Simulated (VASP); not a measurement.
# MgO (P-6m2) in VASP: notebook

Runs on MgO. Level: LDA. Tasks: single point.

Everything below comes from runs of VASP 6.6.1. Logs are shortened: lines on timing, memory, paths and dates and some standing lists are left out, and cuts for length are marked.

**1. The cell of the first run**

Symmetry: P-6m2, No. 187, hexagonal system. The conventional cell has a = 2.938 Å, b = 2.938 Å, c = 2.639 Å, α = 90.00°, β = 90.00°, γ = 120.00°. Within 2.8 Å of Mg (site symmetry -6m2) lie 6 O at 2.15 Å and 2 Mg at 2.64 Å. O (site symmetry -6m2) has 6 Mg at 2.15 Å and 2 O at 2.64 Å within 2.8 Å.

**2. Single point, LDA (strain +0.000 along x and y, -0.015 along z)**

File INCAR:

```
SYSTEM = MgO
PREC = Accurate ; ENCUT = 520
EDIFF = 1E-6 ; ISMEAR = 0
SIGMA = 0.05 ; LREAL = .FALSE.
LASPH = .TRUE. ; NELM = 100
ALGO = Normal ; ISIF = 2
LWAVE = .FALSE. ; LCHARG = .FALSE.
GGA = CA ; NBANDS = 11
```

File KPOINTS:

```
Automatic mesh
0
G
  9 9 8
  0 0 0
```

File POSCAR:

```
MgO
1.0
    2.9380209034      0.0000000000      0.0000000000
   -1.4690104517      2.5444007392      0.0000000000
    0.0000000000      0.0000000000      2.6394848000
Mg O
1 1
Direct
    0.0000000000      0.0000000000      0.0000000000
    0.3333333333      0.6666666667      0.5000000000
```

Potentials or basis: VASP PAW LDA potentials, release 64 (Mg, O).

On the command line:

```sh
> cat potpaw_LDA.64/Mg/POTCAR potpaw_LDA.64/O/POTCAR > POTCAR
> mpirun -np 1 vasp_std > vasp.out
```

OUTCAR:

```text
SYSTEM = MgO
   PREC = Accurate
   ENCUT = 520
   EDIFF = 1E-6
   ISMEAR = 0
   LREAL = .FALSE.
   LASPH = .TRUE.
   NELM = 100
   ISIF = 2
   GGA = CA

 ion  position               nearest neighbor table
   1  0.000  0.000  0.000-   2 2.15   2 2.15   2 2.15   2 2.15   2 2.15   2 2.15
   2  0.333  0.667  0.500-   1 2.15   1 2.15   1 2.15   1 2.15   1 2.15   1 2.15

  LATTYP: Found a hexagonal cell.
 ALAT       =     2.9380209034
 C/A-ratio  =     0.8983887068

  Lattice vectors:

 A1 = (   2.9380209034,   0.0000000000,   0.0000000000)
 A2 = (  -1.4690104517,   2.5444007392,   0.0000000000)
 A3 = (   0.0000000000,   0.0000000000,   2.6394848000)

Analysis of symmetry for initial positions (statically):
=====================================================================
 Subroutine PRICEL returns:
 Original cell was already a primitive cell.

 Routine SETGRP: Setting up the symmetry group for a
 hexagonal supercell.

 Subroutine GETGRP returns: Found 12 space group operations
 (whereof 12 operations were pure point group operations)
 out of a pool of 24 trial point group operations.

The static configuration has the point symmetry D_3h.

Analysis of symmetry for dynamics (positions and initial velocities):
=====================================================================
 Subroutine PRICEL returns:
 Original cell was already a primitive cell.

 Routine SETGRP: Setting up the symmetry group for a
 hexagonal supercell.

 Subroutine GETGRP returns: Found 12 space group operations
 (whereof 12 operations were pure point group operations)
 out of a pool of 24 trial point group operations.

The dynamic configuration has the point symmetry D_3h.

 Subroutine INISYM returns: Found 12 space group operations
 (whereof 12 operations are pure point group operations),
 and found     1 'primitive' translations

----------------------------------------------------------------------------------------

                                     Primitive cell

  volume of cell :      19.7315

  direct lattice vectors                    reciprocal lattice vectors
     2.938020903  0.000000000  0.000000000     0.340365175  0.196509926  0.000000000
    -1.469010452  2.544400739  0.000000000     0.000000000  0.393019851  0.000000000
     0.000000000  0.000000000  2.639484800     0.000000000  0.000000000  0.378861814

  length of vectors
     2.938020903  2.938020903  2.639484800     0.393019851  0.393019851  0.378861814

  position of ions in fractional coordinates (direct lattice)
     0.000000000  0.000000000  0.000000000
     0.333333333  0.666666667  0.500000000

  ion indices of the primitive-cell ions
   primitive index   ion index
                 1           1
                 2           2

----------------------------------------------------------------------------------------

 KPOINTS: Automatic mesh

Automatic generation of k-mesh.
 Grid dimensions read from file:
 generate k-points for:    9    9    8

 Generating k-lattice:

  Cartesian coordinates                     Fractional coordinates (reciprocal lattice)
     0.037818353  0.021834436  0.000000000     0.111111111  0.000000000  0.000000000
     0.000000000  0.043668872  0.000000000     0.000000000  0.111111111  0.000000000
     0.000000000  0.000000000  0.047357727     0.000000000  0.000000000  0.125000000

  Length of vectors
     0.043668872  0.043668872  0.047357727

  Shift w.r.t. Gamma in fractional coordinates (k-lattice)
     0.000000000  0.000000000  0.000000000

 Subroutine IBZKPT returns following result:
 ===========================================

 Found     60 irreducible k-points:

 Following reciprocal coordinates:
            Coordinates               Weight
  0.000000  0.000000  0.000000      1.000000
  0.111111  0.000000  0.000000      6.000000
  0.222222 -0.000000  0.000000      6.000000
  0.333333 -0.000000  0.000000      6.000000
  0.444444 -0.000000  0.000000      6.000000
  0.111111  0.111111  0.000000      6.000000
[... 16 lines left out ...]
  0.333333  0.222222  0.125000     24.000000
  0.333333  0.333333  0.125000      4.000000
 [... further k-points ...]
   k-points           NKPTS =     60   k-points in BZ     NKDIM =     60   number of bands    NBANDS=     11
   number of dos      NEDOS =    301   number of ions     NIONS =      2
   total plane-waves  NPLWV =  11520
   dimension x,y,z NGX =    24 NGY =   24 NGZ =   20
   dimension x,y,z NGXF=    48 NGYF=   48 NGZF=   40
   ions per type =               1   1
   NGX,Y,Z   is equivalent  to a cutoff of  13.58, 13.58, 12.60 a.u.
   NGXF,Y,Z  is equivalent  to a cutoff of  27.16, 27.16, 25.19 a.u.
 SYSTEM =  MgO
   PREC   = accura    normal or accurate (medium, high low for compatibility)
   ISTART =      0    job   : 0-new  1-cont  2-samecut
   ICHARG =      2    charge: 1-file 2-atom 10-const
   ISPIN  =      1    spin polarized calculation?
   LNONCOLLINEAR =      F non collinear calculations
   LSORBIT =      F    spin-orbit coupling
   LASPH  =      T    aspherical Exc in radial PAW
   ENCUT  =  520.0 eV  38.22 Ry    6.18 a.u.   5.46  5.46  4.91*2*pi/ulx,y,z
   NELM   =    100;   NELMIN=  2; NELMDL= -5     # of ELM steps
   EDIFF  = 0.1E-05   stopping-criterion for ELM
   LREAL  =      F    real-space projection
   EDIFFG = 0.1E-04   stopping-criterion for IOM
   NSW    =      0    number of steps for IOM
   IBRION =     -1    ionic relax: 0-MD 1-quasi-New 2-CG
   NFREE  =      0    steps in history (QN), initial steepest desc. (CG)
   ISIF   =      2    stress and relaxation
   ISYM   =      2    0-nonsym 1-usesym 2-fastsym
   POTIM  = 0.5000    time-step for ionic-motion
   TEBEG  =    0.0;   TEEND  =   0.0 temperature during run
   PSTRESS=    0.0 pullay stress
   NELECT =       8.0000    total number of electrons
   NUPDOWN=      -1.0000    fix difference up-down
   EMIN   =  10.00;   EMAX   =-10.00  energy-range for DOS
   EFERMI =   0.00;   METHOD = LEGACY
   ISMEAR =     0;   SIGMA  =   0.05  broadening in eV -4-tet -1-fermi 0-gaus
   EFERMI_NEDOS =   21; number of points for ismear=-14 and -15
   IALGO  =     38    algorithm
   IMIX   =      4    mixing-type and parameters
     AMIX     =   0.40;   BMIX     =  1.00
     AMIX_MAG =   1.60;   BMIX_MAG =  1.00
  volume/ion in A,a.u.               =       9.87        66.58
  Fermi-wavevector in a.u.,A,eV,Ry     =   1.211672  2.289728 19.975371  1.468148
  Thomas-Fermi vector in A             =   2.347180
   LORBIT       =      0    0 simple, 1 ext, 2 COOP (PROOUT), +10 PAW based schemes
   GGA     = CA    functional components
   LHFCALC =     F    Hartree Fock is set to
   AEXX    =    0.0000 exact exchange contribution
   IVDW    =     0    specifies the selected vdW correction
   LEPSILON=     F    determine dielectric tensor
   LRPA    =     F    only Hartree local field effects (RPA)
 non-spin polarized calculation
 Gauss-broadening in eV      SIGMA  =   0.05
  energy-cutoff  :      520.00
  volume of cell :       19.73
 maximum number of plane-waves:       550
 NGX is ok and might be reduce to    24
   NGX = 11   NGY = 11   NGZ =  9

 number of electron       7.9999997 magnetization

 Free energy of the ion-electron system (eV)
  ---------------------------------------------------
  ext. energy  EPLUGINS =         0.00000000
  ---------------------------------------------------
  free energy    TOTEN  =       -12.69069459 eV

  energy without entropy =      -12.69069459  energy(sigma->0) =      -12.69069459

 E-fermi :   3.5456     XC(G=0): -11.2986

 val. band max:        3.2151117227   @ k =   0.3333   0.3333   0.0000
 cond. band min:       6.1821393652   @ k =   0.0000   0.0000   0.0000
 fundamental gap:      2.9670276425
 Fermi energy:         3.5456014714

 k-point     1 :       0.0000    0.0000    0.0000
  band No.  band energies     occupation
      1     -14.1496      2.00000
      2       2.4059      2.00000
      3       2.4059      2.00000
      4       2.8327      2.00000
      5       6.1821      0.00000
      6      14.8625      0.00000
      7      18.3094      0.00000
      8      18.3094      0.00000
      9      22.7896      0.00000
     10      24.2194      0.00000
     11      25.5073      0.00000

 k-point     2 :       0.1111    0.0000    0.0000
  band No.  band energies     occupation
      1     -14.0372      2.00000
      2       1.6109      2.00000
      3       2.3132      2.00000
      4       2.8700      2.00000
      5       6.9335      0.00000
      6      14.7875      0.00000
      7      17.3594      0.00000
      8      18.6371      0.00000
      9      23.9861      0.00000
     10      24.0128      0.00000
     11      25.7050      0.00000

 k-point     3 :       0.2222   -0.0000    0.0000
  band No.  band energies     occupation
      1     -13.7365      2.00000
      2       0.1760      2.00000
      3       2.0891      2.00000
      4       2.9666      2.00000
      5       8.2317      0.00000
      6      14.0603      0.00000
      7      16.8996      0.00000
      8      19.4309      0.00000
      9      23.4506      0.00000
     10      23.9104      0.00000
     11      26.4343      0.00000

 k-point     4 :       0.3333   -0.0000    0.0000
  band No.  band energies     occupation
      1     -13.3617      2.00000
      2      -1.1004      2.00000
      3       1.8506      2.00000
      4       3.0808      2.00000
      5       9.2129      0.00000
      6      13.4045      0.00000
      7      16.8271      0.00000
      8      20.2276      0.00000
      9      22.7594      0.00000
     10      24.0305      0.00000
     11      28.0165      0.00000

 k-point     5 :       0.4444   -0.0000    0.0000
  band No.  band energies     occupation
      1     -13.0929      2.00000
      2      -1.8492      2.00000
      3       1.7032      2.00000
      4       3.1579      2.00000
      5       9.5544      0.00000
      6      13.5211      0.00000
      7      16.3713      0.00000
      8      20.6613      0.00000
      9      22.2914      0.00000
     10      24.8594      0.00000
     11      28.2862      0.00000
[... 211 lines left out ...]
 k-point    21 :       0.4444    0.1111    0.1250
  band No.  band energies     occupation
      1     -12.9128      2.00000
      2      -1.6134      2.00000
      3       1.2950      2.00000
      4       2.4855      2.00000
      5      10.2641      0.00000
      6      13.4715      0.00000
      7      16.7316      0.00000
      8      20.1001      0.00000
      9      20.5554      0.00000
     10      25.3736      0.00000
     11      27.7026      0.00000

 k-point    22 :       0.2222    0.2222    0.1250
  band No.  band energies     occupation
      1     -13.0735      2.00000
      2      -0.9420      2.00000
      3       1.0000      2.00000
      4       2.4041      2.00000
      5      10.4201      0.00000
      6      13.5427      0.00000
      7      17.0491      0.00000
      8      19.0262      0.00000
      9      21.9307      0.00000
     10      23.4813      0.00000
     11      27.6754      0.00000

 k-point    23 :       0.3333    0.2222    0.1250
  band No.  band energies     occupation
      1     -12.8738      2.00000
      2      -1.1790      2.00000
      3       0.4100      2.00000
      4       2.5120      2.00000
      5      10.9384      0.00000
      6      13.7732      0.00000
      7      16.2838      0.00000
      8      19.8126      0.00000
      9      21.0600      0.00000
     10      24.2511      0.00000
     11      27.5743      0.00000

 k-point    24 :       0.3333    0.3333    0.1250
  band No.  band energies     occupation
      1     -12.8052      2.00000
      2      -0.5763      2.00000
      3      -0.5669      2.00000
      4       2.5499      2.00000
      5      11.2876      0.00000
      6      14.2549      0.00000
      7      15.6126      0.00000
      8      20.2080      0.00000
      9      20.8481      0.00000
     10      24.2397      0.00000
     11      27.2999      0.00000

 [... further k-points ...]
[... 5 lines left out ...]
  --------------------------------------------------------------------------------------
  -------------------------------------------------------------------------------------
  Total       -1.3659996     -1.3659996     -0.5066782     -0.0000000     -0.0000000      0.0000000
  in kB     -110.9178875   -110.9178875    -41.1417966     -0.0000000     -0.0000000      0.0000000
  external PRESSURE =     -87.6591905 kB  Pullay stress =       0.0000000 kB

 VOLUME and BASIS-vectors are now :
 -----------------------------------------------------------------------------
  energy-cutoff  :      520.00
  volume of cell :       19.73
      direct lattice vectors                 reciprocal lattice vectors
     2.938020903  0.000000000  0.000000000     0.340365175  0.196509926  0.000000000
    -1.469010452  2.544400739  0.000000000     0.000000000  0.393019851  0.000000000
     0.000000000  0.000000000  2.639484800     0.000000000  0.000000000  0.378861814

 POSITION                                       TOTAL-FORCE (eV/Angst)
 -----------------------------------------------------------------------------------
      0.00000      0.00000      0.00000         0.000000     -0.000000      0.000000
     -0.00000      1.69627      1.31974        -0.000000      0.000000      0.000000
 -----------------------------------------------------------------------------------
    total drift:                                0.000000     -0.000000     -0.000000

  FREE ENERGIE OF THE ION-ELECTRON SYSTEM (eV)
  ---------------------------------------------------
  free  energy   TOTEN  =       -12.6906945888 eV

  energy  without entropy=      -12.6906945888  energy(sigma->0) =      -12.69069459
```

It took 3.4 s on 1 thread of Intel Xeon 6975P-C (Granite Rapids), shared host; peak memory 0.13 GiB.

What came out:

```
Free energy            : -12.6907 eV
Pressure               : -8.8 GPa
Band gap on the k mesh : 2.97 eV, indirect (least direct gap 3.35 eV)
```

Caveat: the cell differs from its parent crystal (strain +0.000 along x and y, -0.015 along z).

**3. Single point, LDA (strain +0.015 along x and y, -0.030 along z)**

File INCAR:

```
PREC = Accurate ; ENCUT = 520
EDIFF = 1E-7 ; ISMEAR = 0
SIGMA = 0.05 ; LREAL = F
LASPH = T ; NELM = 80
ALGO = Normal ; ISIF = 2
LWAVE = F ; LCHARG = F
GGA = CA ; NBANDS = 11
```

File KPOINTS:

```
regular mesh
0
Gamma
  9 9 8
```

File POSCAR:

```
MgO
1.0
    2.9820912170      0.0000000000      0.0000000000
   -1.4910456085      2.5825667503      0.0000000000
    0.0000000000      0.0000000000      2.5992896000
Mg O
1 1
Direct
    0.0000000000      0.0000000000      0.0000000000
    0.3333333333      0.6666666667      0.5000000000
```

Potentials or basis: VASP PAW LDA potentials, release 64 (Mg, O).

On the command line:

```sh
> cat potpaw_LDA.64/Mg/POTCAR potpaw_LDA.64/O/POTCAR > POTCAR
> mpirun -np 1 vasp_std > vasp.out
```

Run time: 3.8 s. Hardware: 1 thread of Intel Xeon 6975P-C (Granite Rapids), shared host; peak memory 0.13 GiB.

It converged, with:

```yaml
Free_energy: -12.6376 eV
Pressure: -9.7 GPa
Band_gap_on_the_k_mesh: 2.63 eV, indirect (least direct gap 2.96 eV)
```

Stress tensor (GPa, compression positive):
```
-17.16   0.00   0.00
  0.00 -17.16   0.00
  0.00   0.00   5.16
```

Levels at points of the mesh, in eV from the valence-band top:
| k point | band 2 | band 3 | band 4 | band 5 | band 6 | band 7 |
| --- | --- | --- | --- | --- | --- | --- |
| (0.00, 0.00, 0.00) | -1.18 | -1.18 | -0.33 | 2.63 | 11.56 | 14.32 |
| (0.00, 0.00, 0.50) | -5.64 | -0.56 | -0.56 | 7.55 | 8.81 | 16.83 |

Caveat: the cell differs from its parent crystal (strain +0.015 along x and y, -0.030 along z). A k mesh can miss the band edges.
